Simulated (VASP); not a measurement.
## ZnS: single point with r2SCAN

ZnS:

```
Zn S
1.0
     3.80874    0.00000    0.00000
    -1.90437    3.29846    0.00000
     0.00000    0.00000   12.46647
Zn S
4 4
Direct
  0.00000 0.00000 0.00690
  0.00000 0.00000 0.49333
  0.33333 0.66667 0.25333
  0.66667 0.33333 0.74681
  0.00000 0.00000 0.16618
  0.00000 0.00000 0.70829
  0.33333 0.66667 0.44047
  0.66667 0.33333 0.93468
```

This cell differs from its parent crystal: atoms displaced along a vibrational mode.

```
Program             : VASP 6.6.1
Task                : single point
Functional          : r2SCAN
Potentials or basis : VASP PAW PBE potentials, release 64 (Zn, S)
Cutoff              : 520 eV
k mesh              : 6 × 6 × 2
Occupations         : gaussian, width 0.05 eV
Spin                : no spin polarisation
```

```
Pressure               : 2.4 GPa
Largest force          : 6.105 eV/Å
Band gap on the k mesh : 1.63 eV
```

Forces on the atoms (eV/Å):
```
Zn   0.000  0.000 -4.780
Zn   0.000  0.000  1.344
Zn   0.000  0.000 -1.242
Zn   0.000  0.000  0.834
S    0.000  0.000  6.105
S    0.000  0.000 -2.346
S    0.000  0.000 -0.429
S    0.000  0.000  0.515
```

Stress tensor (GPa, compression positive):
```
0.65 0.00 0.00
0.00 0.65 0.00
0.00 0.00 5.98
```

Levels at points of the mesh, in eV from the valence-band top:
| k point | band 32 | band 33 | band 34 | band 35 | band 36 | band 37 | band 38 | band 39 | band 40 | band 41 |
| --- | --- | --- | --- | --- | --- | --- | --- | --- | --- | --- |
| (0.00, 0.00, 0.00) | -0.92 | -0.92 | -0.40 | 0.00 | 0.00 | 1.63 | 2.66 | 3.51 | 4.24 | 5.56 |
| (0.50, 0.00, 0.00) | -2.48 | -2.22 | -1.93 | -1.31 | -0.87 | 2.46 | 2.89 | 3.30 | 4.19 | 4.71 |
| (0.00, 0.00, 0.50) | -1.07 | -0.89 | -0.89 | -0.01 | -0.01 | 1.99 | 2.87 | 3.29 | 4.15 | 5.23 |
| (0.50, 0.00, 0.50) | -2.58 | -2.11 | -2.09 | -1.50 | -0.89 | 2.67 | 3.23 | 3.46 | 3.96 | 4.33 |

Wall time 3.7 min on 1 thread of Intel(R) Xeon(R) 6975P-C (Granite Rapids) (shared host), peak memory 0.32 GiB.

Caveat: the cell differs from its parent crystal (atoms displaced along a vibrational mode); the PAW data sets were made with another functional, which shifts forces and pressure a little. A k mesh can miss the band edges.
